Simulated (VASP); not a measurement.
**CdTe: single point with PBE**

Crystal: CdTe.

```xyz
2
Lattice="0.0000 3.2094 3.4079 3.2094 0.0000 3.4079 3.2094 3.2094 0.0000" Properties=species:S:1:pos:R:3 pbc="T T T"
Cd    0.0000    0.0000    0.0000
Te    4.8141    4.8141    5.1119
```

This cell differs from its parent crystal: strain -0.030 along x and y, +0.030 along z.

```json
{
 "Program": "VASP 6.6.1",
 "Task": "single point",
 "Functional": "PBE",
 "Potentials or basis": "VASP PAW PBE potentials, release 64 (Cd, Te)",
 "Cutoff": "520 eV",
 "k mesh": "10 × 10 × 10",
 "Occupations": "gaussian, width 0.05 eV",
 "Spin": "no spin polarisation",
 "Dipole correction": "no",
 "Further INCAR settings": "ALGO = Normal; EDIFF = 1e-06; NBANDS = 16"
}
```

```json
{"Pressure": "1.3 GPa", "Band gap on the k mesh": "0.59 eV"}
```

Stress tensor (GPa, compression positive):
```
1.63 0.00 0.00
0.00 1.63 0.00
0.00 0.00 0.58
```

Levels at points of the mesh, in eV from the valence-band top:
```
           k point  band 7  band 8  band 9  band 10  band 11  band 12
(0.00, 0.00, 0.00)   -0.21    0.00    0.00     0.59     4.57     4.57
(0.50, 0.00, 0.00)   -4.31   -0.94   -0.65     1.69     5.01     5.31
(0.50, 0.50, 0.00)   -4.40   -1.65   -1.65     2.77     2.90     8.31
(0.50, 0.00, 0.50)   -4.12   -1.94   -1.86     2.46     2.54     8.61
```

Run time: 2.3 min on 1 thread of Intel Xeon 8259CL (shared host), peak memory 0.29 GiB.

Caveat: the cell differs from its parent crystal (strain -0.030 along x and y, +0.030 along z); spin-orbit coupling is left out, which moves the levels of the heavy elements.
